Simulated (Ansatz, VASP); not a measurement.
## Pb in VASP and in Ansatz

Contents of INCAR:

```
SYSTEM = Pb
ALGO     = Normal         ! electronic algorithm
EDIFF    = 1E-6           ! SCF threshold, eV
ENCUT    = 520            ! plane-wave cutoff, eV
GGA      = PE             ! functional
ISIF     = 2              ! what is computed and relaxed
ISMEAR   = -1             ! smearing method
LASPH    = .TRUE.         ! aspherical terms in the spheres
LCHARG   = .FALSE.        ! write CHGCAR
LREAL    = .FALSE.        ! projectors in reciprocal space
LWAVE    = .FALSE.        ! write WAVECAR
NBANDS   = 13             ! bands
NELM     = 100            ! most SCF steps
PREC     = Accurate       ! precision mode
SIGMA    = 0.05           ! smearing width, eV
```

File KPOINTS:

```
k-points
0
G
  8 8 8
  0 0 0
```

The input POSCAR:

```
Pb
1.0
    0.0193336300      2.4628699300      2.4282832464
    2.5028571400     -0.0067465600      2.4541026345
    2.4813249000      2.4674178800      0.0146378232
Pb
1
Direct
    0.0000000000      0.0000000000      0.0000000000
```

File input.yaml:

```yaml
crystal:
  lattice:
    - [0.01933363, 2.46286993, 2.4282832464]
    - [2.50285714, -0.00674656, 2.4541026345]
    - [2.4813249, 2.46741788, 0.0146378232]
  atoms:
    - { symbol: Pb, position: [0.0, 0.0, 0.0] }
hamiltonian:
  xc: pbe
  pseudopotentials: { kind: paw }
kpoints:
  mp_grid: { grid: [8, 8, 8] }
scf:
  occupations: { method: fermi_dirac, width: 0.05 }
output:
  forces: true
  stress: true
  eigenvalues: true
```

Alike in both runs: task single point; functional PBE; k mesh 8 × 8 × 8; occupations fermi-dirac, width 0.05 eV; no spin polarisation.

|  | VASP | Ansatz |
| --- | --- | --- |
| version | VASP 6.6.1 | Ansatz 0.2.0 |
| potentials or method | VASP PAW PBE potentials, release 64 (Pb_d) | Ansatz PAW |
| plane-wave cutoff (eV) | 520 | 420 |
| valence electrons in the cell | 14 | 14 |

Ansatz gave:

```
gap on the k mesh at the Fermi level (eV)                     : none
pressure (GPa)                                                : 3.5
traceless stress, the component that is largest in VASP (GPa) : -0.37
```

**Question.** What did VASP give for the same quantities?

**Answer.** gap on the k mesh at the Fermi level (eV): none; pressure (GPa): 3.4; traceless stress, the component that is largest in VASP (GPa): -0.38.

A gap of «none» marks a metal or a gap that the smearing closes.

Spin-orbit coupling is off throughout.
